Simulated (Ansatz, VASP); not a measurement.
## AlN: VASP beside Ansatz

```
Al N
1.0
     0.00000    1.96344    1.96344
     1.96344    0.00000    1.96344
     1.96344    1.96344    0.00000
Al N
1 1
Cartesian
  1.9634 1.9634 1.9634
  0.0000 0.0000 0.0000
```

Alike in both runs: task single point; functional r2SCAN; k mesh 8 × 8 × 8; occupations gaussian, width 0.05 eV; no spin polarisation.

|  | VASP | Ansatz |
| --- | --- | --- |
| version | VASP 6.6.1 | Ansatz 0.2.0 |
| potentials or method | VASP PAW PBE potentials, release 64 (Al, N), cutoff 520 eV | scalar-relativistic, plane waves, PAW |
| valence electrons in the cell | 8 | 8 |

```csv
,VASP,Ansatz,Ansatz less VASP
gap on the k mesh at the Fermi level (eV),5.82,5.86,+0.037
least direct gap on the mesh (eV),7.89,7.83,-0.059
pressure (GPa),26.3,27.1,+0.87
```

VASP's potentials were made for PBE, not for r2SCAN.
